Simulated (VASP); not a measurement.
Set up this calculation in VASP 6.6.1, as the native input.

| Property | Result |
| --- | --- |
| Task | single point |
| Functional | HSE06 |
| Potentials or basis | VASP PAW PBE potentials, release 64 (Ge_d) |
| Cutoff | 520 eV |
| k mesh | 6 × 6 × 6 |
| Occupations | fermi-dirac, width 0.05 eV |
| Spin | no spin polarisation |
| Dipole correction | no |
| Grid for exact exchange (PRECFOCK) | Normal |
| Further INCAR settings | ALGO = Normal; EDIFF = 1e-06; NBANDS = 13 |
| Share of exact exchange | 0.25 |
| Screening parameter | 0.2079 1/Å |

Crystal: Ge.

```xyz
1
Lattice="1.4246 -2.6515 0.0000 1.4246 2.6515 0.0000 0.0000 0.0000 2.7512" Properties=species:S:1:pos:R:3 pbc="T T T"
Ge    1.4246    0.0000    0.0000
```

The input as run:

POSCAR

```
Ge
1.0
    1.4245510352     -2.6515194585      0.0000000000
    1.4245510352      2.6515194585      0.0000000000
    0.0000000000      0.0000000000      2.7511509255
Ge
1
Direct
    0.5000000000      0.5000000000      0.0000000000
```

INCAR.step1

```
SYSTEM = Ge
PREC = Accurate
ENCUT = 520
EDIFF = 1E-5
ISMEAR = -1
SIGMA = 0.05
LREAL = .FALSE.
LASPH = .TRUE.
NELM = 80
ALGO = Normal
ISIF = 2
LWAVE = .TRUE.
LCHARG = .FALSE.
NBANDS = 13
GGA = PE
```

INCAR.step2

```
SYSTEM = Ge
PREC = Accurate
ENCUT = 520
EDIFF = 1E-6
ISMEAR = -1
SIGMA = 0.05
LREAL = .FALSE.
LASPH = .TRUE.
NELM = 80
ALGO = Normal
ISIF = 2
LWAVE = .FALSE.
LCHARG = .FALSE.
GGA = PE
LHFCALC = .TRUE.
HFSCREEN = 0.2079
PRECFOCK = Normal
NBANDS = 13
ISTART = 1
```

KPOINTS

```
regular mesh
0
G
  6 6 6
  0 0 0
```

Potentials or basis: VASP PAW PBE potentials, release 64 (Ge_d).

Run with:

```sh
$ cat potpaw_PBE.64/Ge_d/POTCAR > POTCAR
$ cp INCAR.step1 INCAR
$ mpirun -np 1 vasp_std > vasp.out
$ cp INCAR.step2 INCAR
$ mpirun -np 1 vasp_std > vasp.out
```

It gave:

```json
{"Pressure": "-6.3 GPa", "Band gap on the k mesh": "zero (bands 7 and 8 overlap by 10.45 eV)"}
```

Caveat: the k points lie up to 0.42 Å⁻¹ apart, too coarse for converged energies and pressures of a metal; the PAW data sets were made with another functional, which shifts forces and pressure a little.

Run time: 47 min on 1 thread of AMD EPYC 7R43 64-Core Processor (Zen 3) (shared host), peak memory 0.21 GiB.
